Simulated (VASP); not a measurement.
Set up this calculation in VASP 6.6.1, as the native input.

```
Task                   : single point
Functional             : PBE
Potentials or basis    : VASP PAW PBE potentials, release 64 (Rh_pv, H)
Cutoff                 : 520 eV
k mesh                 : 6 × 6 × 1
Occupations            : gaussian, width 0.1 eV
Spin                   : no spin polarisation
Dipole correction      : yes
Further INCAR settings : ALGO = Fast; EDIFF = 1e-07; NBANDS = 104
```

The structure of HRh6 lies in POSCAR:

```
HRh6
1.0
    5.4165863251      0.0000000000      0.0000000000
   -2.7082931626      4.6909013593      0.0000000000
    0.0000000000      0.0000000000     22.2966119230
Rh H
12 2
Direct
    0.3333333333      0.1666666667      0.1793994538
    0.3333333333      0.6666666667      0.1793994538
    0.8333333333      0.1666666667      0.1793994538
    0.8333333333      0.6666666667      0.1793994538
    0.1666666667      0.3333333333      0.2757769167
    0.1666666667      0.8333333333      0.2757769167
    0.6666666667      0.3333333333      0.2757769167
    0.6666666667      0.8333333333      0.2757769167
    0.0000000000      0.0000000000      0.3721019118
    0.0000000000      0.5000000000      0.3721019118
    0.5000000000      0.0000000000      0.3721019118
    0.5000000000      0.5000000000      0.3721019118
    0.2153584700      0.4307169401      0.3922843503
    0.2846415300      0.5692830599      0.3922843503
```

These files were run (other wordings do the same):

INCAR

```
  PREC = Accurate
  ENCUT = 520
  EDIFF = 1E-7
  ISMEAR = 0
  SIGMA = 0.1
  LREAL = False
  LASPH = True
  NELM = 80
  ALGO = Fast
  ISIF = 2
  LWAVE = False
  LCHARG = True
  LDIPOL = True
  IDIPOL = 3
  DIPOL = 0.5 0.5 0.292
  GGA = PE
  LELF = True
  LVHAR = True
  LVACPOTAV = True
  NBANDS = 104
```

KPOINTS

```
Automatic mesh
0
Gamma
  6 6 1
```

Potentials or basis: VASP PAW PBE potentials, release 64 (Rh_pv, H).

The run is started by

```console
$ cat potpaw_PBE.64/Rh_pv/POTCAR potpaw_PBE.64/H/POTCAR > POTCAR
$ mpirun -np 1 vasp_std > vasp.out
```

It gave:

The largest force is 12.293 eV/Å and the band gap on the k mesh is zero (bands 91 and 92 overlap by 0.83 eV).

It took 71 min on 1 thread of Oxide Virtual Turin-like Processor, with other jobs on the host, peak memory 0.87 GiB.
